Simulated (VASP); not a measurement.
# Cd (Fm-3m) in VASP: further runs, part 2 of 2

VASP 6.6.1. The steps go on from the part before.

### 5 Single point, PBE (volume scaled by 0.58)

INCAR reads:

```
SYSTEM = Cd
  PREC = Accurate
  ENCUT = 520
  EDIFF = 1E-6
  ISMEAR = -1
  SIGMA = 0.08
  LREAL = .False.
  LASPH = .True.
  NELM = 80
  ALGO = Normal
  ISIF = 2
  LWAVE = .False.
  LCHARG = .False.
  GGA = PE
  NBANDS = 12
```

KPOINTS reads:

```
Automatic mesh
0
Gamma
  14 14 14
  0 0 0
```

POSCAR reads:

```
Cd
1.0
    0.0000000000      1.8762973252      1.8762973252
    1.8762973252      0.0000000000      1.8762973252
    1.8762973252      1.8762973252      0.0000000000
Cd
1
Direct
    0.0000000000      0.0000000000      0.0000000000
```

Potentials or basis: VASP PAW PBE potentials, release 64 (Cd).

On the command line:

```sh
cat potpaw_PBE.64/Cd/POTCAR > POTCAR
mpirun -np 1 vasp_std > vasp.out
```

OUTCAR:

```text
SYSTEM = Cd
   PREC = Accurate
   ENCUT = 520
   EDIFF = 1E-6
   ISMEAR = -1
   LREAL = .False.
   LASPH = .True.
   NELM = 80
   ISIF = 2
   GGA = PE

 ion  position               nearest neighbor table
   1  0.000  0.000  0.000-

  LATTYP: Found a face centered cubic cell.
 ALAT       =     3.7525946504

  Lattice vectors:

 A1 = (   0.0000000000,   1.8762973252,   1.8762973252)
 A2 = (   1.8762973252,   0.0000000000,   1.8762973252)
 A3 = (   1.8762973252,   1.8762973252,   0.0000000000)

Analysis of symmetry for initial positions (statically):
=====================================================================
 Subroutine PRICEL returns:
 Original cell was already a primitive cell.

 Routine SETGRP: Setting up the symmetry group for a
 face centered cubic supercell.

 Subroutine GETGRP returns: Found 48 space group operations
 (whereof 48 operations were pure point group operations)
 out of a pool of 48 trial point group operations.

The static configuration has the point symmetry O_h .

Analysis of symmetry for dynamics (positions and initial velocities):
=====================================================================
 Subroutine PRICEL returns:
 Original cell was already a primitive cell.

 Routine SETGRP: Setting up the symmetry group for a
 face centered cubic supercell.

 Subroutine GETGRP returns: Found 48 space group operations
 (whereof 48 operations were pure point group operations)
 out of a pool of 48 trial point group operations.

The dynamic configuration has the point symmetry O_h .

 Subroutine INISYM returns: Found 48 space group operations
 (whereof 48 operations are pure point group operations),
 and found     1 'primitive' translations

----------------------------------------------------------------------------------------

                                     Primitive cell

  volume of cell :      13.2110

  direct lattice vectors                    reciprocal lattice vectors
     0.000000000  1.876297325  1.876297325    -0.266482286  0.266482286  0.266482286
     1.876297325  0.000000000  1.876297325     0.266482286 -0.266482286  0.266482286
     1.876297325  1.876297325  0.000000000     0.266482286  0.266482286 -0.266482286

  length of vectors
     2.653485124  2.653485124  2.653485124     0.461560858  0.461560858  0.461560858

  position of ions in fractional coordinates (direct lattice)
     0.000000000  0.000000000  0.000000000

  ion indices of the primitive-cell ions
   primitive index   ion index
                 1           1

----------------------------------------------------------------------------------------

 KPOINTS: Automatic mesh

Automatic generation of k-mesh.
 Grid dimensions read from file:
 generate k-points for:   14   14   14

 Generating k-lattice:

  Cartesian coordinates                     Fractional coordinates (reciprocal lattice)
    -0.019034449  0.019034449  0.019034449     0.071428571  0.000000000  0.000000000
     0.019034449 -0.019034449  0.019034449     0.000000000  0.071428571  0.000000000
     0.019034449  0.019034449 -0.019034449     0.000000000  0.000000000  0.071428571

  Length of vectors
     0.032968633  0.032968633  0.032968633

  Shift w.r.t. Gamma in fractional coordinates (k-lattice)
     0.000000000  0.000000000  0.000000000

 Subroutine IBZKPT returns following result:
 ===========================================

 Found    104 irreducible k-points:

 Following reciprocal coordinates:
            Coordinates               Weight
  0.000000  0.000000  0.000000      1.000000
  0.071429  0.000000  0.000000      8.000000
  0.142857  0.000000  0.000000      8.000000
  0.214286  0.000000  0.000000      8.000000
  0.285714  0.000000  0.000000      8.000000
  0.357143  0.000000  0.000000      8.000000
[... 16 lines left out ...]
  0.214286  0.142857  0.000000     24.000000
  0.285714  0.142857  0.000000     24.000000
 [... further k-points ...]
   k-points           NKPTS =    104   k-points in BZ     NKDIM =    104   number of bands    NBANDS=     12
   number of dos      NEDOS =    301   number of ions     NIONS =      1
   total plane-waves  NPLWV =   8000
   dimension x,y,z NGX =    20 NGY =   20 NGZ =   20
   dimension x,y,z NGXF=    40 NGYF=   40 NGZF=   40
   ions per type =               1
   NGX,Y,Z   is equivalent  to a cutoff of  12.53, 12.53, 12.53 a.u.
   NGXF,Y,Z  is equivalent  to a cutoff of  25.06, 25.06, 25.06 a.u.
 SYSTEM =  Cd
   PREC   = accura    normal or accurate (medium, high low for compatibility)
   ISTART =      0    job   : 0-new  1-cont  2-samecut
   ICHARG =      2    charge: 1-file 2-atom 10-const
   ISPIN  =      1    spin polarized calculation?
   LNONCOLLINEAR =      F non collinear calculations
   LSORBIT =      F    spin-orbit coupling
   LASPH  =      T    aspherical Exc in radial PAW
   ENCUT  =  520.0 eV  38.22 Ry    6.18 a.u.   4.93  4.93  4.93*2*pi/ulx,y,z
   NELM   =     80;   NELMIN=  2; NELMDL= -5     # of ELM steps
   EDIFF  = 0.1E-05   stopping-criterion for ELM
   LREAL  =      F    real-space projection
   EDIFFG = 0.1E-04   stopping-criterion for IOM
   NSW    =      0    number of steps for IOM
   IBRION =     -1    ionic relax: 0-MD 1-quasi-New 2-CG
   NFREE  =      0    steps in history (QN), initial steepest desc. (CG)
   ISIF   =      2    stress and relaxation
   ISYM   =      2    0-nonsym 1-usesym 2-fastsym
   POTIM  = 0.5000    time-step for ionic-motion
   TEBEG  =    0.0;   TEEND  =   0.0 temperature during run
   PSTRESS=    0.0 pullay stress
   NELECT =      12.0000    total number of electrons
   NUPDOWN=      -1.0000    fix difference up-down
   EMIN   =  10.00;   EMAX   =-10.00  energy-range for DOS
   EFERMI =   0.00;   METHOD = LEGACY
   ISMEAR =    -1;   SIGMA  =   0.08  broadening in eV -4-tet -1-fermi 0-gaus
   EFERMI_NEDOS =   21; number of points for ismear=-14 and -15
   IALGO  =     38    algorithm
   IMIX   =      4    mixing-type and parameters
     AMIX     =   0.40;   BMIX     =  1.00
     AMIX_MAG =   1.60;   BMIX_MAG =  1.00
  volume/ion in A,a.u.               =      13.21        89.15
  Fermi-wavevector in a.u.,A,eV,Ry     =   1.585466  2.996096 34.200996  2.513702
  Thomas-Fermi vector in A             =   2.684926
   LORBIT       =      0    0 simple, 1 ext, 2 COOP (PROOUT), +10 PAW based schemes
   GGA     = PE    functional components
   LHFCALC =     F    Hartree Fock is set to
   AEXX    =    0.0000 exact exchange contribution
   IVDW    =     0    specifies the selected vdW correction
   LEPSILON=     F    determine dielectric tensor
   LRPA    =     F    only Hartree local field effects (RPA)
 non-spin polarized calculation
  energy-cutoff  :      520.00
  volume of cell :       13.21
 maximum number of plane-waves:       368
   NGX =  9   NGY =  9   NGZ =  9

 number of electron      11.9999992 magnetization

 Free energy of the ion-electron system (eV)
  ---------------------------------------------------
  ext. energy  EPLUGINS =         0.00000000
  ---------------------------------------------------
  free energy    TOTEN  =         1.14264820 eV

  energy without entropy =        1.14885631  energy(sigma->0) =        1.14575225

 E-fermi :   8.3733     XC(G=0): -13.9200

 val. band max:        8.2951472869   @ k =  -0.4286   0.2143   0.0000
 cond. band min:       8.4420475134   @ k =  -0.3571   0.3571   0.0714
 fundamental gap:      0.1469002265
 Fermi energy:         8.3732518088

 k-point     1 :       0.0000    0.0000    0.0000
  band No.  band energies     occupation
      1      -5.7707      2.00000
      2      -3.6333      2.00000
      3      -3.6333      2.00000
      4      -3.6333      2.00000
      5      -2.3664      2.00000
      6      -2.3664      2.00000
      7      23.0128      0.00000
      8      27.4595      0.00000
      9      27.4595      0.00000
     10      27.4595      0.00000
     11      32.2023      0.00000
     12      33.2226      0.00000
[... 331 lines left out ...]
 k-point    24 :       0.2857    0.1429    0.0000
  band No.  band energies     occupation
      1      -4.5199      2.00000
      2      -3.7879      2.00000
      3      -3.2998      2.00000
      4      -3.0126      2.00000
      5      -1.8834      2.00000
      6      -1.4966      2.00000
      7      17.8430      0.00000
      8      22.8885      0.00000
      9      22.9242      0.00000
     10      25.7172      0.00000
     11      30.1037      0.00000
     12      33.6200      0.00000

 [... further k-points ...]

------------------------ aborting loop because EDIFF is reached ----------------------------------------

  FORCE on cell =-STRESS in cart. coord.  units (eV):
  Direction    XX          YY          ZZ          XY          YZ          ZX
  --------------------------------------------------------------------------------------
  -------------------------------------------------------------------------------------
  Total        9.3259407      9.3259407      9.3259407      0.0000000      0.0000000     -0.0000000
  in kB     1131.0147265   1131.0147265   1131.0147265      0.0000000      0.0000000     -0.0000000
  external PRESSURE =    1131.0147265 kB  Pullay stress =       0.0000000 kB

 VOLUME and BASIS-vectors are now :
 -----------------------------------------------------------------------------
  energy-cutoff  :      520.00
  volume of cell :       13.21
      direct lattice vectors                 reciprocal lattice vectors
     0.000000000  1.876297325  1.876297325    -0.266482286  0.266482286  0.266482286
     1.876297325  0.000000000  1.876297325     0.266482286 -0.266482286  0.266482286
     1.876297325  1.876297325  0.000000000     0.266482286  0.266482286 -0.266482286

 POSITION                                       TOTAL-FORCE (eV/Angst)
 -----------------------------------------------------------------------------------
      0.00000      0.00000      0.00000        -0.000000      0.000000      0.000000
 -----------------------------------------------------------------------------------
    total drift:                                0.000000     -0.000000      0.000000

  FREE ENERGIE OF THE ION-ELECTRON SYSTEM (eV)
  ---------------------------------------------------
  free  energy   TOTEN  =         1.1426481985 eV

  energy  without entropy=        1.1488563071  energy(sigma->0) =        1.14575225
```

OSZICAR:

```text
N       E                     dE             d eps       ncg     rms          rms(c)
DAV:   1     0.755988779601E+02    0.75599E+02   -0.73802E+03  2712   0.109E+03
DAV:   2     0.213221606720E+01   -0.73467E+02   -0.70294E+02  2744   0.260E+02
DAV:   3     0.100695372136E+01   -0.11253E+01   -0.11247E+01  2960   0.353E+01
DAV:   4     0.100565763756E+01   -0.12961E-02   -0.12961E-02  2792   0.120E+00
DAV:   5     0.100565549717E+01   -0.21404E-05   -0.21398E-05  3016   0.475E-02    0.134E+01
DAV:   6     0.111724039599E+01    0.11158E+00   -0.19147E-01  2868   0.642E+00    0.840E+00
DAV:   7     0.114082861285E+01    0.23588E-01   -0.42841E-02  2904   0.281E+00    0.182E+00
DAV:   8     0.114266603614E+01    0.18374E-02   -0.53886E-03  2644   0.115E+00    0.112E-01
DAV:   9     0.114265682290E+01   -0.92132E-05   -0.14195E-05  2988   0.407E-02    0.252E-02
DAV:  10     0.114264850518E+01   -0.83177E-05   -0.36507E-06  2824   0.213E-02    0.547E-03
DAV:  11     0.114264819854E+01   -0.30663E-06   -0.72387E-08  1512   0.331E-03
   1 F= 0.11426482E+01 E0= 0.11457523E+01  d E =-.620811E-02
```

Run time: 7.9 s. Hardware: 1 thread of Intel Xeon Platinum 8375C at 2.90GHz (Ice Lake), shared host; peak memory 0.13 GiB.

Results:

* Free energy: 1.1426 eV
* Pressure: 113.1 GPa
* Band gap on the k mesh: zero (band 6 reaches 9.60 eV, above the bottom of band 7 at 7.86 eV)

### 6 Single point, PBE (volume scaled by 0.68)

INCAR reads:

```
SYSTEM = Cd
ALGO = Normal
EDIFF = 1E-7
ENCUT = 520
GGA = PE
ISIF = 2
ISMEAR = -1
LASPH = .TRUE.
LCHARG = .FALSE.
LREAL = .FALSE.
LWAVE = .FALSE.
NBANDS = 12
NELM = 100
PREC = Accurate
SIGMA = 0.08
```

KPOINTS reads:

```
k-points
0
G
  14 14 14
  0 0 0
```

POSCAR reads:

```
Cd
1.0
    0.0000000000      1.9784661877      1.9784661877
    1.9784661877      0.0000000000      1.9784661877
    1.9784661877      1.9784661877      0.0000000000
Cd
1
Direct
    0.0000000000      0.0000000000      0.0000000000
```

Potentials or basis: VASP PAW PBE potentials, release 64 (Cd).

On the command line:

```sh
cat potpaw_PBE.64/Cd/POTCAR > POTCAR
mpirun -np 1 vasp_std > vasp.out
```

OUTCAR:

```text
SYSTEM = Cd
   EDIFF = 1E-7
   ENCUT = 520
   GGA = PE
   ISIF = 2
   ISMEAR = -1
   LASPH = .TRUE.
   LREAL = .FALSE.
   NELM = 100
   PREC = Accurate

 ion  position               nearest neighbor table
   1  0.000  0.000  0.000-

  LATTYP: Found a face centered cubic cell.
 ALAT       =     3.9569323754

  Lattice vectors:

 A1 = (   0.0000000000,   1.9784661877,   1.9784661877)
 A2 = (   1.9784661877,   0.0000000000,   1.9784661877)
[... 539 lines left out ...]
     12      29.7738      0.00000

 [... further k-points ...]

------------------------ aborting loop because EDIFF is reached ----------------------------------------

  FORCE on cell =-STRESS in cart. coord.  units (eV):
  Direction    XX          YY          ZZ          XY          YZ          ZX
  --------------------------------------------------------------------------------------
  -------------------------------------------------------------------------------------
  Total        4.9683352      4.9683352      4.9683352      0.0000000     -0.0000000     -0.0000000
  in kB      513.9319050    513.9319050    513.9319050      0.0000000     -0.0000000     -0.0000000
  external PRESSURE =     513.9319050 kB  Pullay stress =       0.0000000 kB

 VOLUME and BASIS-vectors are now :
 -----------------------------------------------------------------------------
  energy-cutoff  :      520.00
  volume of cell :       15.49
      direct lattice vectors                 reciprocal lattice vectors
     0.000000000  1.978466188  1.978466188    -0.252721024  0.252721024  0.252721024
     1.978466188  0.000000000  1.978466188     0.252721024 -0.252721024  0.252721024
     1.978466188  1.978466188  0.000000000     0.252721024  0.252721024 -0.252721024

 POSITION                                       TOTAL-FORCE (eV/Angst)
 -----------------------------------------------------------------------------------
      0.00000      0.00000      0.00000         0.000000     -0.000000      0.000000
 -----------------------------------------------------------------------------------
    total drift:                               -0.000000     -0.000000     -0.000000

  FREE ENERGIE OF THE ION-ELECTRON SYSTEM (eV)
  ---------------------------------------------------
  free  energy   TOTEN  =         0.0316205683 eV

  energy  without entropy=        0.0385248836  energy(sigma->0) =        0.03507273
```

It took 9.8 s on 1 thread of Intel Xeon Platinum 8375C at 2.90GHz (Ice Lake), shared host; peak memory 0.15 GiB.

What came out:

```yaml
Free_energy: 0.0316 eV
Pressure: 51.4 GPa
Band_gap_on_the_k_mesh: zero (band 6 reaches 7.52 eV, above the bottom of band 7 at 5.38 eV)
```

### 7 Overview

| cell | gap on the mesh (eV) | pressure (GPa) |
| --- | --- | --- |
| a = 2.525 Å, angles 60.0°, 1 atom | none | 217.4 |
| a = 2.653 Å, angles 60.0°, 1 atom | none | 113.1 |
| a = 2.798 Å, angles 60.0°, 1 atom | none | 51.4 |

Alike in all rows: task single point; level PBE; potentials or basis VASP PAW PBE potentials, release 64 (Cd); no spin polarisation; k mesh 14 × 14 × 14; cutoff (eV) 520; smearing fermi-dirac 0.08 eV.

Total energies depend on the potentials used, so only differences within one code and one set of settings carry meaning.
